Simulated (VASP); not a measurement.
# Ag (I4/mmm) in VASP: notebook

The runs below take Ag through single point, with PBEsol.

Everything below comes from runs of VASP 6.6.1. Logs are shortened: lines on timing, memory, paths and dates and some standing lists are left out, and cuts for length are marked.

## Step 1: The cell of the first run

It takes space group I4/mmm (No. 139, tetragonal). The conventional cell has a = 2.817 Å, b = 2.817 Å, c = 3.882 Å, α = 90.00°, β = 90.00°, γ = 90.00°. Ag (site symmetry 4/mmm) has 12 Ag at 2.78 to 2.82 Å within 3.7 Å.

## Step 2: Single point, PBEsol (strain -0.025 along x and y, -0.050 along z)

Contents of INCAR:

```
PREC = Accurate
ENCUT = 520
EDIFF = 1E-7
ISMEAR = 0
SIGMA = 0.15
LREAL = F
LASPH = T
NELM = 80
ALGO = Fast
ISIF = 2
LWAVE = F
LCHARG = T
GGA = PS
LELF = T
LVHAR = T
NBANDS = 12
```

Contents of KPOINTS:

```
regular mesh
0
Gamma
  20 20 20
```

Contents of POSCAR:

```
Ag
1.0
    0.0000000000      1.9920225000      1.9409450000
    1.9920225000      0.0000000000      1.9409450000
    1.9920225000      1.9920225000      0.0000000000
Ag
1
Direct
    0.0000000000      0.0000000000      0.0000000000
```

Potentials or basis: VASP PAW PBE potentials, release 64 (Ag).

Command:

```sh
$ cat potpaw_PBE.64/Ag/POTCAR > POTCAR
$ mpirun -np 1 vasp_std > vasp.out
```

OUTCAR:

```text
PREC = Accurate
   ENCUT = 520
   EDIFF = 1E-7
   ISMEAR = 0
   LREAL = F
   LASPH = T
   NELM = 80
   ISIF = 2
   GGA = PS

 ion  position               nearest neighbor table
   1  0.000  0.000  0.000-

  LATTYP: Found a body centered tetragonal cell.
 ALAT       =     2.8171452361
 C/A-ratio  =     1.3779516762

  Lattice vectors:

 A1 = (   0.0000000000,  -1.9920225000,  -1.9409450000)
 A2 = (   0.0000000000,   1.9920225000,  -1.9409450000)
 A3 = (   1.9920225000,   0.0000000000,   1.9409450000)

Analysis of symmetry for initial positions (statically):
=====================================================================
 Subroutine PRICEL returns:
 Original cell was already a primitive cell.

 Routine SETGRP: Setting up the symmetry group for a
 body centered tetragonal supercell.

 Subroutine GETGRP returns: Found 16 space group operations
 (whereof 16 operations were pure point group operations)
 out of a pool of 16 trial point group operations.

The static configuration has the point symmetry D_4h.

Analysis of symmetry for dynamics (positions and initial velocities):
=====================================================================
 Subroutine PRICEL returns:
 Original cell was already a primitive cell.

 Routine SETGRP: Setting up the symmetry group for a
 body centered tetragonal supercell.

 Subroutine GETGRP returns: Found 16 space group operations
 (whereof 16 operations were pure point group operations)
 out of a pool of 16 trial point group operations.

The dynamic configuration has the point symmetry D_4h.

 Subroutine INISYM returns: Found 16 space group operations
 (whereof 16 operations are pure point group operations),
 and found     1 'primitive' translations

----------------------------------------------------------------------------------------

                                     Primitive cell

  volume of cell :      15.4039

  direct lattice vectors                    reciprocal lattice vectors
     0.000000000  1.992022500  1.940945000    -0.251001181  0.251001181  0.257606475
     1.992022500  0.000000000  1.940945000     0.251001181 -0.251001181  0.257606475
     1.992022500  1.992022500  0.000000000     0.251001181  0.251001181 -0.257606475

  length of vectors
     2.781262507  2.781262507  2.817145236     0.438593527  0.438593527  0.438593527

  position of ions in fractional coordinates (direct lattice)
     0.000000000  0.000000000  0.000000000

  ion indices of the primitive-cell ions
   primitive index   ion index
                 1           1

----------------------------------------------------------------------------------------

 KPOINTS: regular mesh

Automatic generation of k-mesh.
 Grid dimensions read from file:
 generate k-points for:   20   20   20

 Generating k-lattice:

  Cartesian coordinates                     Fractional coordinates (reciprocal lattice)
    -0.012550059  0.012550059  0.012880324     0.050000000  0.000000000  0.000000000
     0.012550059 -0.012550059  0.012880324     0.000000000  0.050000000  0.000000000
     0.012550059  0.012550059 -0.012880324     0.000000000  0.000000000  0.050000000

  Length of vectors
     0.021929676  0.021929676  0.021929676

  Shift w.r.t. Gamma in fractional coordinates (k-lattice)
     0.000000000  0.000000000  0.000000000

 Subroutine IBZKPT returns following result:
 ===========================================

 Found    641 irreducible k-points:

 Following reciprocal coordinates:
            Coordinates               Weight
  0.000000  0.000000  0.000000      1.000000
  0.050000  0.000000  0.000000      8.000000
  0.100000  0.000000  0.000000      8.000000
  0.150000 -0.000000  0.000000      8.000000
  0.200000  0.000000  0.000000      8.000000
  0.250000  0.000000  0.000000      8.000000
[... 16 lines left out ...]
 -0.400000  0.050000  0.000000      8.000000
 -0.350000  0.050000  0.000000      8.000000
 [... further k-points ...]
   k-points           NKPTS =    641   k-points in BZ     NKDIM =    641   number of bands    NBANDS=     12
   number of dos      NEDOS =    301   number of ions     NIONS =      1
   total plane-waves  NPLWV =  13824
   dimension x,y,z NGX =    24 NGY =   24 NGZ =   24
   dimension x,y,z NGXF=    48 NGYF=   48 NGZF=   48
   ions per type =               1
   NGX,Y,Z   is equivalent  to a cutoff of  14.35, 14.35, 14.16 a.u.
   NGXF,Y,Z  is equivalent  to a cutoff of  28.69, 28.69, 28.33 a.u.
 SYSTEM =  unknown system
   PREC   = accura    normal or accurate (medium, high low for compatibility)
   ISTART =      0    job   : 0-new  1-cont  2-samecut
   ICHARG =      2    charge: 1-file 2-atom 10-const
   ISPIN  =      1    spin polarized calculation?
   LNONCOLLINEAR =      F non collinear calculations
   LSORBIT =      F    spin-orbit coupling
   LASPH  =      T    aspherical Exc in radial PAW
   ENCUT  =  520.0 eV  38.22 Ry    6.18 a.u.   5.17  5.17  5.24*2*pi/ulx,y,z
   NELM   =     80;   NELMIN=  2; NELMDL= -5     # of ELM steps
   EDIFF  = 0.1E-06   stopping-criterion for ELM
   LREAL  =      F    real-space projection
   EDIFFG = 0.1E-05   stopping-criterion for IOM
   NSW    =      0    number of steps for IOM
   IBRION =     -1    ionic relax: 0-MD 1-quasi-New 2-CG
   NFREE  =      0    steps in history (QN), initial steepest desc. (CG)
   ISIF   =      2    stress and relaxation
   ISYM   =      2    0-nonsym 1-usesym 2-fastsym
   POTIM  = 0.5000    time-step for ionic-motion
   TEBEG  =    0.0;   TEEND  =   0.0 temperature during run
   PSTRESS=    0.0 pullay stress
   NELECT =      11.0000    total number of electrons
   NUPDOWN=      -1.0000    fix difference up-down
   EMIN   =  10.00;   EMAX   =-10.00  energy-range for DOS
   EFERMI =   0.00;   METHOD = LEGACY
   ISMEAR =     0;   SIGMA  =   0.15  broadening in eV -4-tet -1-fermi 0-gaus
   EFERMI_NEDOS =   21; number of points for ismear=-14 and -15
   IALGO  =     68    algorithm
   IMIX   =      4    mixing-type and parameters
     AMIX     =   0.40;   BMIX     =  1.00
     AMIX_MAG =   1.60;   BMIX_MAG =  1.00
  volume/ion in A,a.u.               =      15.40       103.95
  Fermi-wavevector in a.u.,A,eV,Ry     =   1.463284  2.765205 29.132778  2.141199
  Thomas-Fermi vector in A             =   2.579397
   LORBIT       =      0    0 simple, 1 ext, 2 COOP (PROOUT), +10 PAW based schemes
   GGA     = PS    functional components
   LHFCALC =     F    Hartree Fock is set to
   AEXX    =    0.0000 exact exchange contribution
   IVDW    =     0    specifies the selected vdW correction
   LEPSILON=     F    determine dielectric tensor
   LRPA    =     F    only Hartree local field effects (RPA)
 non-spin polarized calculation
 RMM-DIIS sequential band-by-band and
 Gauss-broadening in eV      SIGMA  =   0.15
  energy-cutoff  :      520.00
  volume of cell :       15.40
 maximum number of plane-waves:       436
 NGX is ok and might be reduce to    24
   NGX = 11   NGY = 11   NGZ = 11

 number of electron      10.9999998 magnetization

 Free energy of the ion-electron system (eV)
  ---------------------------------------------------
  ext. energy  EPLUGINS =         0.00000000
  ---------------------------------------------------
  free energy    TOTEN  =        -3.27098070 eV

  energy without entropy =       -3.26844127  energy(sigma->0) =       -3.26971098

 E-fermi :   9.7305     XC(G=0): -13.0286

 val. band max:        9.7291743122   @ k =  -0.2000   0.3000   0.2000
 cond. band min:       9.7322377283   @ k =   0.5000   0.1000   0.0000
 fundamental gap:      0.0030634161
 Fermi energy:         9.7305251780

 k-point     1 :       0.0000    0.0000    0.0000
  band No.  band energies     occupation
      1       1.1118      2.00000
      2       4.4954      2.00000
      3       4.4954      2.00000
      4       4.6830      2.00000
      5       5.7051      2.00000
      6       5.9046      2.00000
      7      25.9037      0.00000
      8      29.9133      0.00000
      9      29.9133      0.00000
     10      30.3894      0.00000
     11      35.1676      0.00000
     12      36.7938      0.00000

 k-point     2 :       0.0500    0.0000    0.0000
  band No.  band energies     occupation
      1       1.1972      2.00000
      2       4.4880      2.00000
      3       4.5216      2.00000
      4       4.6928      2.00000
      5       5.6964      2.00000
      6       5.8916      2.00000
      7      25.9536      0.00000
      8      29.3381      0.00000
      9      29.9768      0.00000
     10      30.3265      0.00000
     11      35.5106      0.00000
     12      36.6863      0.00000

 k-point     3 :       0.1000    0.0000    0.0000
  band No.  band energies     occupation
      1       1.4460      2.00000
      2       4.4527      2.00000
      3       4.5909      2.00000
      4       4.7392      2.00000
      5       5.6794      2.00000
      6       5.8605      2.00000
      7      25.9868      0.00000
      8      27.9744      0.00000
      9      30.1520      0.00000
     10      30.4592      0.00000
     11      34.8929      0.00000
     12      36.4175      0.00000
[... 286 lines left out ...]
 k-point    23 :      -0.4000    0.0500    0.0000
  band No.  band energies     occupation
      1       2.7474      2.00000
      2       4.5157      2.00000
      3       4.6345      2.00000
      4       6.3834      2.00000
      5       6.5792      2.00000
      6       8.1354      2.00000
      7      15.5071      0.00000
      8      25.3635      0.00000
      9      28.2615      0.00000
     10      28.9070      0.00000
     11      33.7770      0.00000
     12      34.3629      0.00000

 k-point    24 :      -0.3500    0.0500    0.0000
  band No.  band energies     occupation
      1       2.8050      2.00000
      2       4.5781      2.00000
      3       4.7029      2.00000
      4       6.0570      2.00000
      5       6.3478      2.00000
      6       7.2051      2.00000
      7      17.2084      0.00000
      8      25.6761      0.00000
      9      28.4840      0.00000
     10      29.7863      0.00000
     11      33.5114      0.00000
     12      33.9835      0.00000

 [... further k-points ...]

------------------------ aborting loop because EDIFF is reached ----------------------------------------

  FORCE on cell =-STRESS in cart. coord.  units (eV):
  Direction    XX          YY          ZZ          XY          YZ          ZX
  --------------------------------------------------------------------------------------
  -------------------------------------------------------------------------------------
  Total        1.0483236      1.0483236      1.1711434      0.0000000      0.0000000     -0.0000000
  in kB      109.0370886    109.0370886    121.8116836      0.0000000      0.0000000     -0.0000000
  external PRESSURE =     113.2952869 kB  Pullay stress =       0.0000000 kB

 VOLUME and BASIS-vectors are now :
 -----------------------------------------------------------------------------
  energy-cutoff  :      520.00
  volume of cell :       15.40
      direct lattice vectors                 reciprocal lattice vectors
     0.000000000  1.992022500  1.940945000    -0.251001181  0.251001181  0.257606475
     1.992022500  0.000000000  1.940945000     0.251001181 -0.251001181  0.257606475
     1.992022500  1.992022500  0.000000000     0.251001181  0.251001181 -0.257606475

 POSITION                                       TOTAL-FORCE (eV/Angst)
 -----------------------------------------------------------------------------------
      0.00000      0.00000      0.00000         0.000000      0.000000      0.000000
 -----------------------------------------------------------------------------------
    total drift:                               -0.000000      0.000000     -0.000000

  FREE ENERGIE OF THE ION-ELECTRON SYSTEM (eV)
  ---------------------------------------------------
  free  energy   TOTEN  =        -3.2709807006 eV

  energy  without entropy=       -3.2684412658  energy(sigma->0) =       -3.26971098
```

Run time: 53 s. Hardware: 1 thread of Intel Xeon 6975P-C (Granite Rapids), shared host; peak memory 0.24 GiB.

Results:

```yaml
Free_energy: -3.2710 eV
Pressure: 11.3 GPa
```

Stress tensor (GPa, compression positive):
```
10.90  0.00  0.00
 0.00 10.90  0.00
 0.00  0.00 12.18
```

Caveat: the cell differs from its parent crystal (strain -0.025 along x and y, -0.050 along z); the PAW data sets were made with another functional, which shifts forces and pressure a little.

## Step 3: Single point, PBEsol (strain -0.050 along x and y, +0.025 along z)

Contents of INCAR:

```
SYSTEM = Ag
  ALGO = Normal
  EDIFF = 1E-6
  ENCUT = 520
  GGA = PS
  ISIF = 2
  ISMEAR = 0
  LASPH = .TRUE.
  LCHARG = .FALSE.
  LREAL = .FALSE.
  LWAVE = .FALSE.
  NBANDS = 12
  NELM = 100
  PREC = Accurate
  SIGMA = 0.15
```

Contents of KPOINTS:

```
k-points
0
G
  20 20 20
  0 0 0
```

Contents of POSCAR:

```
Ag
1.0
    0.0000000000      1.9409450000      2.0941775000
    1.9409450000      0.0000000000      2.0941775000
    1.9409450000      1.9409450000      0.0000000000
Ag
1
Direct
    0.0000000000      0.0000000000      0.0000000000
```

Potentials or basis: VASP PAW PBE potentials, release 64 (Ag).

Command:

```sh
$ cat potpaw_PBE.64/Ag/POTCAR > POTCAR
$ mpirun -np 1 vasp_std > vasp.out
```

Wall time 36 s (1 thread of Intel Xeon 6975P-C (Granite Rapids), shared host); peak memory 0.23 GiB.

The run converged. Its results:

```yaml
Free_energy: -3.2825 eV
Pressure: 7.5 GPa
```

Stress tensor (GPa, compression positive):
```
9.17 0.00 0.00
0.00 9.17 0.00
0.00 0.00 4.18
```

Levels at points of the mesh, in eV from the Fermi level:
| k point | band 2 | band 3 | band 4 | band 5 | band 6 | band 7 | band 8 | band 9 | band 10 | band 11 |
| --- | --- | --- | --- | --- | --- | --- | --- | --- | --- | --- |
| (0.00, 0.00, 0.00) | -5.47 | -4.89 | -4.89 | -4.22 | -3.62 | 16.19 | 19.30 | 20.56 | 20.56 | 25.14 |
| (0.50, 0.00, 0.00) | -5.38 | -4.87 | -3.10 | -2.88 | -0.69 | 4.04 | 14.98 | 18.15 | 19.52 | 22.89 |
| (0.50, 0.50, 0.00) | -6.85 | -2.98 | -2.78 | -2.78 | 0.57 | 6.05 | 11.94 | 11.94 | 19.00 | 19.16 |
| (0.50, 0.00, 0.50) | -6.79 | -3.06 | -2.96 | -2.52 | 1.92 | 7.99 | 10.47 | 10.63 | 17.68 | 17.87 |

Caveat: the cell differs from its parent crystal (strain -0.050 along x and y, +0.025 along z); the PAW data sets were made with another functional, which shifts forces and pressure a little.

## Step 4: Single point, PBEsol (strain -0.025 along x and y, +0.000 along z)

Contents of INCAR:

```
ALGO = Fast
EDIFF = 1E-6
ENCUT = 520
GGA = PS
ISIF = 2
ISMEAR = 0
LASPH = T
LCHARG = F
LREAL = F
LWAVE = F
NBANDS = 12
NELM = 80
PREC = Accurate
SIGMA = 0.15
```

Contents of KPOINTS:

```
k-points
0
Gamma
  20 20 20
```

Contents of POSCAR:

```
Ag
1.0
    0.0000000000      1.9920225000      2.0431000000
    1.9920225000      0.0000000000      2.0431000000
    1.9920225000      1.9920225000      0.0000000000
Ag
1
Direct
    0.0000000000      0.0000000000      0.0000000000
```

Command:

```sh
$ cat potpaw_PBE.64/Ag/POTCAR > POTCAR
$ mpirun -np 1 vasp_std > vasp.out
```

Run time: 56 s. Hardware: 1 thread of Intel Xeon 6975P-C (Granite Rapids), shared host; peak memory 0.24 GiB.

The run converged. Its results:

| Item | Value |
| --- | --- |
| Free energy | -3.3072 eV |
| Pressure | 3.4 GPa |

Stress tensor (GPa, compression positive):
```
3.82 0.00 0.00
0.00 3.82 0.00
0.00 0.00 2.52
```

Levels at points of the mesh, in eV from the Fermi level:
```csv
k point,band 3,band 4,band 5,band 6,band 7,band 8,band 9,band 10
"(0.00, 0.00, 0.00)",-4.89,-4.89,-3.91,-3.72,16.10,19.70,20.09,20.09
"(0.50, 0.00, 0.00)",-4.90,-2.98,-2.90,-0.59,3.88,15.29,18.09,18.64
"(0.50, 0.50, 0.00)",-2.96,-2.72,-2.72,1.20,6.70,11.18,11.18,18.08
"(0.50, 0.00, 0.50)",-2.98,-2.77,-2.64,1.65,7.34,10.69,10.74,17.64
```

Caveat: the cell differs from its parent crystal (strain -0.025 along x and y, +0.000 along z); the PAW data sets were made with another functional, which shifts forces and pressure a little.

[end of part 1 of 2]
